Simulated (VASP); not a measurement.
Runs of VASP 6.6.1 on Ti. The structure is that of space group Fm-3m (No. 225), or close to it. The cells are those of the table. 

| task | level | cell | k mesh | cutoff (eV) | smearing | grid for exact exchange (PRECFOCK) | gap on the mesh (eV) | pressure (GPa) |
| --- | --- | --- | --- | --- | --- | --- | --- | --- |
| single point | PBEsol | a = 2.794 Å, angles 60.0°, 1 atom | 11 × 11 × 11 | 520 | fermi-dirac 0.05 eV | - | none | 9.6 |
| single point | PBE0 | a = 2.898 Å, angles 60.0°, 1 atom | 6 × 6 × 6 | 520 | fermi-dirac 0.05 eV | Normal | none | (a) |
| single point | PBE | a = 2.871 Å, angles 60.0°, 1 atom | 11 × 11 × 11 | 500 | gaussian 0.022 eV | - | none | 3.5 |
| single point | PBEsol | a = 2.871 Å, angles 60.0°, 1 atom | 11 × 11 × 11 | 520 | fermi-dirac 0.01 eV | - | none | -1.2 |
| single point | PBEsol | a = 2.890 Å, angles 60.0°, 1 atom | 11 × 11 × 11 | 520 | fermi-dirac 0.05 eV | - | none | -2.9 |
| single point | PBEsol | a = 2.812 Å, angles 60.0°, 1 atom | 11 × 11 × 11 | 520 | fermi-dirac 0.05 eV | - | none | 6.8 |
| relaxation of cell and atoms | PBE+D3(BJ) | relaxed from a = 2.871 Å, angles 60.0°, 1 atom | 11 × 11 × 11 | 600 | fermi-dirac 0.05 eV | - | none | 0.0 |
| single point | PBEsol | a = 2.852 Å, angles 60.0°, 1 atom | 11 × 11 × 11 | 520 | fermi-dirac 0.05 eV | - | none | (b) |
| single point | PBE | a = 2.850, b = 2.869, c = 2.892 Å, angles 60.9, 60.3, 59.0°, 1 atom | 11 × 11 × 11 | 520 | fermi-dirac 0.05 eV | - | none | 4.0 |
| single point | PBEsol | a = 2.871 Å, angles 60.0°, 1 atom | 11 × 11 × 11 | 520 | gaussian 0.02 eV | - | none | -1.2 |
| single point | BLYP+D3(BJ) | a = 2.890 Å, angles 60.0°, 1 atom | 11 × 11 × 11 | 520 | gaussian 0.025 eV | - | none | -10.2 |

Alike in all rows: potentials or basis VASP PAW PBE potentials, release 64 (Ti_sv); no spin polarisation.

Task: Estimate the missing entries.

Result: (a) -0.7; (b) 1.5.

Caveats: some runs use coarse meshes; the PAW data sets were made with another functional, which shifts forces and pressure a little (some runs); pairwise dispersion overbinds metals, which lowers pressure and volume (some runs); three body term missing (some runs).

A gap of «none» marks levels without a gap at the run's occupations.
